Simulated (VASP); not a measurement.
# Ge (I4_1/amd) in VASP: single point with PBEsol

Aim: the single point of Ge with PBEsol.

Program: VASP 6.6.1. These are calculated values, not measurements. Logs are shortened: lines on timing, memory, paths and dates and some standing lists are left out, and cuts for length are marked.

### 1 The cell of the first run

It takes space group I4_1/amd (No. 141, tetragonal). The conventional cell has a = 5.149 Å, b = 5.149 Å, c = 2.795 Å, α = 90.00°, β = 90.00°, γ = 90.00°. Within 3.5 Å of Ge (site symmetry -4m2) lie 10 Ge at 2.67 to 3.32 Å.

### 2 Single point, PBEsol

File INCAR:

```
PREC = Accurate
ENCUT = 520
EDIFF = 1E-7
ISMEAR = -1
SIGMA = 0.1
LREAL = F
LASPH = T
NELM = 60
ALGO = Normal
ISIF = 2
LWAVE = F
LCHARG = F
GGA = PS
NBANDS = 21
```

File KPOINTS:

```
Automatic mesh
0
Gamma
  12 12 12
```

File POSCAR:

```
Ge
1.0
   -2.5744897200      2.5744897200      1.3974126400
    2.5744897200     -2.5744897200      1.3974126400
    2.5744897200      2.5744897200     -1.3974126400
Ge
2
Direct
    0.2500000000      0.7500000000      0.5000000000
    0.5000000000      0.5000000000      0.0000000000
```

Potentials or basis: VASP PAW PBE potentials, release 64 (Ge_d).

The run is started by

```bash
cat potpaw_PBE.64/Ge_d/POTCAR > POTCAR
mpirun -np 1 vasp_std > vasp.out
```

OUTCAR:

```text
PREC = Accurate
   ENCUT = 520
   EDIFF = 1E-7
   ISMEAR = -1
   LREAL = F
   LASPH = T
   NELM = 60
   ISIF = 2
   GGA = PS

 ion  position               nearest neighbor table
   1  0.250  0.750  0.500-   2 2.67   2 2.67   2 2.67   2 2.67
   2  0.500  0.500  0.000-   1 2.67   1 2.67   1 2.67   1 2.67

  LATTYP: Found a body centered tetragonal cell.
 ALAT       =     5.1489794400
 C/A-ratio  =     0.5427920839

  Lattice vectors:

 A1 = (  -2.5744897200,   2.5744897200,   1.3974126400)
 A2 = (   2.5744897200,  -2.5744897200,   1.3974126400)
 A3 = (   2.5744897200,   2.5744897200,  -1.3974126400)

Analysis of symmetry for initial positions (statically):
=====================================================================
 Subroutine PRICEL returns:
 Original cell was already a primitive cell.

 Routine SETGRP: Setting up the symmetry group for a
 body centered tetragonal supercell.

 Subroutine GETGRP returns: Found 16 space group operations
 (whereof  8 operations were pure point group operations)
 out of a pool of 16 trial point group operations.

The static configuration has the point symmetry D_2d.
 The point group associated with its full space group is D_4h.

Analysis of symmetry for dynamics (positions and initial velocities):
=====================================================================
 Subroutine PRICEL returns:
 Original cell was already a primitive cell.

 Routine SETGRP: Setting up the symmetry group for a
 body centered tetragonal supercell.

 Subroutine GETGRP returns: Found 16 space group operations
 (whereof  8 operations were pure point group operations)
 out of a pool of 16 trial point group operations.

The dynamic configuration has the point symmetry D_2d.
 The point group associated with its full space group is D_4h.

 Subroutine INISYM returns: Found 16 space group operations
 (whereof  8 operations are pure point group operations),
 and found     1 'primitive' translations

----------------------------------------------------------------------------------------

                                     Primitive cell

  volume of cell :      37.0482

  direct lattice vectors                    reciprocal lattice vectors
    -2.574489720  2.574489720  1.397412640     0.000000000  0.194213244  0.357804120
     2.574489720 -2.574489720  1.397412640     0.194213244  0.000000000  0.357804120
     2.574489720  2.574489720 -1.397412640     0.194213244  0.194213244  0.000000000

  length of vectors
     3.899840602  3.899840602  3.899840602     0.407114938  0.407114938  0.274659004

  position of ions in fractional coordinates (direct lattice)
     0.250000000  0.750000000  0.500000000
     0.500000000  0.500000000  0.000000000

  ion indices of the primitive-cell ions
   primitive index   ion index
                 1           1
                 2           2

----------------------------------------------------------------------------------------

 KPOINTS: Automatic mesh

Automatic generation of k-mesh.
 Grid dimensions read from file:
 generate k-points for:   12   12   12

 Generating k-lattice:

  Cartesian coordinates                     Fractional coordinates (reciprocal lattice)
     0.000000000  0.016184437  0.029817010     0.083333333  0.000000000  0.000000000
     0.016184437  0.000000000  0.029817010     0.000000000  0.083333333  0.000000000
     0.016184437  0.016184437  0.000000000     0.000000000  0.000000000  0.083333333

  Length of vectors
     0.033926245  0.033926245  0.022888250

  Shift w.r.t. Gamma in fractional coordinates (k-lattice)
     0.000000000  0.000000000  0.000000000

 Subroutine IBZKPT returns following result:
 ===========================================

 Found    163 irreducible k-points:

 Following reciprocal coordinates:
            Coordinates               Weight
  0.000000  0.000000  0.000000      1.000000
  0.083333  0.000000  0.000000      8.000000
  0.166667  0.000000 -0.000000      8.000000
  0.250000  0.000000 -0.000000      8.000000
  0.333333 -0.000000  0.000000      8.000000
  0.416667  0.000000  0.000000      8.000000
[... 16 lines left out ...]
  0.500000  0.166667 -0.000000     16.000000
 -0.416667  0.166667  0.000000     16.000000
 [... further k-points ...]
   k-points           NKPTS =    163   k-points in BZ     NKDIM =    163   number of bands    NBANDS=     21
   number of dos      NEDOS =    301   number of ions     NIONS =      2
   total plane-waves  NPLWV =  27000
   dimension x,y,z NGX =    30 NGY =   30 NGZ =   30
   dimension x,y,z NGXF=    60 NGYF=   60 NGZF=   60
   ions per type =               2
   NGX,Y,Z   is equivalent  to a cutoff of  12.79, 12.79, 12.79 a.u.
   NGXF,Y,Z  is equivalent  to a cutoff of  25.58, 25.58, 25.58 a.u.
 SYSTEM =  unknown system
   PREC   = accura    normal or accurate (medium, high low for compatibility)
   ISTART =      0    job   : 0-new  1-cont  2-samecut
   ICHARG =      2    charge: 1-file 2-atom 10-const
   ISPIN  =      1    spin polarized calculation?
   LNONCOLLINEAR =      F non collinear calculations
   LSORBIT =      F    spin-orbit coupling
   LASPH  =      T    aspherical Exc in radial PAW
   ENCUT  =  520.0 eV  38.22 Ry    6.18 a.u.   7.25  7.25  7.25*2*pi/ulx,y,z
   NELM   =     60;   NELMIN=  2; NELMDL= -5     # of ELM steps
   EDIFF  = 0.1E-06   stopping-criterion for ELM
   LREAL  =      F    real-space projection
   EDIFFG = 0.1E-05   stopping-criterion for IOM
   NSW    =      0    number of steps for IOM
   IBRION =     -1    ionic relax: 0-MD 1-quasi-New 2-CG
   NFREE  =      0    steps in history (QN), initial steepest desc. (CG)
   ISIF   =      2    stress and relaxation
   ISYM   =      2    0-nonsym 1-usesym 2-fastsym
   POTIM  = 0.5000    time-step for ionic-motion
   TEBEG  =    0.0;   TEEND  =   0.0 temperature during run
   PSTRESS=    0.0 pullay stress
   NELECT =      28.0000    total number of electrons
   NUPDOWN=      -1.0000    fix difference up-down
   EMIN   =  10.00;   EMAX   =-10.00  energy-range for DOS
   EFERMI =   0.00;   METHOD = LEGACY
   ISMEAR =    -1;   SIGMA  =   0.10  broadening in eV -4-tet -1-fermi 0-gaus
   EFERMI_NEDOS =   21; number of points for ismear=-14 and -15
   IALGO  =     38    algorithm
   IMIX   =      4    mixing-type and parameters
     AMIX     =   0.40;   BMIX     =  1.00
     AMIX_MAG =   1.60;   BMIX_MAG =  1.00
  volume/ion in A,a.u.               =      18.52       125.01
  Fermi-wavevector in a.u.,A,eV,Ry     =   1.491209  2.817976 30.255333  2.223704
  Thomas-Fermi vector in A             =   2.603893
   LORBIT       =      0    0 simple, 1 ext, 2 COOP (PROOUT), +10 PAW based schemes
   GGA     = PS    functional components
   LHFCALC =     F    Hartree Fock is set to
   AEXX    =    0.0000 exact exchange contribution
   IVDW    =     0    specifies the selected vdW correction
   LEPSILON=     F    determine dielectric tensor
   LRPA    =     F    only Hartree local field effects (RPA)
 non-spin polarized calculation
  energy-cutoff  :      520.00
  volume of cell :       37.05
 maximum number of plane-waves:      1029
 NGX is ok and might be reduce to    30
   NGX = 15   NGY = 15   NGZ = 15

 number of electron      28.0000028 magnetization

 Free energy of the ion-electron system (eV)
  ---------------------------------------------------
  ext. energy  EPLUGINS =         0.00000000
  ---------------------------------------------------
  free energy    TOTEN  =        -9.55092751 eV

  energy without entropy =       -9.52601212  energy(sigma->0) =       -9.53846981

 E-fermi :   6.6568     XC(G=0): -11.4697

 val. band max:        6.6533146032   @ k =   0.3333   0.1667   0.0000
 cond. band min:       6.6577341727   @ k =  -0.0833  -0.2500   0.0833
 fundamental gap:      0.0044195695
 Fermi energy:         6.6567543347

 k-point     1 :       0.0000    0.0000    0.0000
  band No.  band energies     occupation
      1     -18.0148      2.00000
      2     -17.9710      2.00000
      3     -17.9390      2.00000
      4     -17.9387      2.00000
      5     -17.8320      2.00000
      6     -17.8320      2.00000
[... 13 lines left out ...]
     20      18.2214      0.00000
     21      19.1965      0.00000

 k-point     2 :       0.0833    0.0000    0.0000
  band No.  band energies     occupation
      1     -18.0122      2.00000
      2     -17.9616      2.00000
      3     -17.9354      2.00000
      4     -17.9273      2.00000
      5     -17.8395      2.00000
      6     -17.8384      2.00000
[... 13 lines left out ...]
     20      18.1929      0.00000
     21      18.9293      0.00000

 k-point     3 :       0.1667    0.0000   -0.0000
  band No.  band energies     occupation
      1     -18.0038      2.00000
      2     -17.9376      2.00000
      3     -17.9256      2.00000
      4     -17.9009      2.00000
      5     -17.8550      2.00000
      6     -17.8451      2.00000
[... 13 lines left out ...]
     20      16.7510      0.00000
     21      17.4281      0.00000

 k-point     4 :       0.2500    0.0000   -0.0000
  band No.  band energies     occupation
      1     -17.9919      2.00000
      2     -17.9135      2.00000
      3     -17.9132      2.00000
      4     -17.8854      2.00000
      5     -17.8719      2.00000
      6     -17.8424      2.00000
[... 13 lines left out ...]
     20      15.4777      0.00000
     21      17.4137      0.00000

 k-point     5 :       0.3333   -0.0000    0.0000
  band No.  band energies     occupation
      1     -17.9808      2.00000
      2     -17.9093      2.00000
      3     -17.9035      2.00000
      4     -17.8958      2.00000
      5     -17.8777      2.00000
      6     -17.8539      2.00000
[... 13 lines left out ...]
     20      14.7344      0.00000
     21      18.2529      0.00000
[... 382 lines left out ...]
     20      17.6679      0.00000
     21      18.4510      0.00000

 k-point    22 :       0.4167    0.1667   -0.0000
  band No.  band energies     occupation
      1     -17.9689      2.00000
      2     -17.9277      2.00000
      3     -17.9143      2.00000
      4     -17.8799      2.00000
      5     -17.8746      2.00000
      6     -17.8495      2.00000
[... 13 lines left out ...]
     20      17.4047      0.00000
     21      18.0278      0.00000

 k-point    23 :       0.5000    0.1667   -0.0000
  band No.  band energies     occupation
      1     -17.9652      2.00000
      2     -17.9213      2.00000
      3     -17.9131      2.00000
      4     -17.8848      2.00000
      5     -17.8685      2.00000
      6     -17.8510      2.00000
[... 13 lines left out ...]
     20      17.1168      0.00000
     21      18.2249      0.00000

 k-point    24 :      -0.4167    0.1667    0.0000
  band No.  band energies     occupation
      1     -17.9700      2.00000
      2     -17.9224      2.00000
      3     -17.9113      2.00000
      4     -17.8915      2.00000
      5     -17.8657      2.00000
      6     -17.8488      2.00000
[... 13 lines left out ...]
     20      16.8291      0.00000
     21      17.5499      0.00000

 [... further k-points ...]

------------------------ aborting loop because EDIFF is reached ----------------------------------------

  FORCE on cell =-STRESS in cart. coord.  units (eV):
  Direction    XX          YY          ZZ          XY          YZ          ZX
  --------------------------------------------------------------------------------------
  -------------------------------------------------------------------------------------
  Total       -0.2515329     -0.2515329      0.0010249      0.0000000      0.0000000      0.0000000
  in kB      -10.8777351    -10.8777351      0.0443247      0.0000000      0.0000000      0.0000000
  external PRESSURE =      -7.2370485 kB  Pullay stress =       0.0000000 kB

 VOLUME and BASIS-vectors are now :
 -----------------------------------------------------------------------------
  energy-cutoff  :      520.00
  volume of cell :       37.05
      direct lattice vectors                 reciprocal lattice vectors
    -2.574489720  2.574489720  1.397412640     0.000000000  0.194213244  0.357804120
     2.574489720 -2.574489720  1.397412640     0.194213244  0.000000000  0.357804120
     2.574489720  2.574489720 -1.397412640     0.194213244  0.194213244  0.000000000

 POSITION                                       TOTAL-FORCE (eV/Angst)
 -----------------------------------------------------------------------------------
      2.57449      0.00000      0.69871        -0.000000     -0.000000      0.000000
      0.00000      0.00000      1.39741         0.000000      0.000000     -0.000000
 -----------------------------------------------------------------------------------
    total drift:                                0.000000     -0.000000      0.000000

  FREE ENERGIE OF THE ION-ELECTRON SYSTEM (eV)
  ---------------------------------------------------
  free  energy   TOTEN  =        -9.5509275086 eV

  energy  without entropy=       -9.5260121182  energy(sigma->0) =       -9.53846981
```

It took 3 min on 1 thread of Intel Xeon 6975P-C, shared host; peak memory 0.24 GiB.

What came out:

```yaml
Free_energy: -9.5509 eV
Pressure: -0.7 GPa
Band_gap_on_the_k_mesh: zero (band 14 reaches 8.24 eV, above the bottom of band 15 at 3.14 eV)
```

Stress tensor (GPa, compression positive):
```
-1.09  0.00  0.00
 0.00 -1.09  0.00
 0.00  0.00  0.00
```

Caveat: the PAW data sets were made with another functional, which shifts forces and pressure a little.
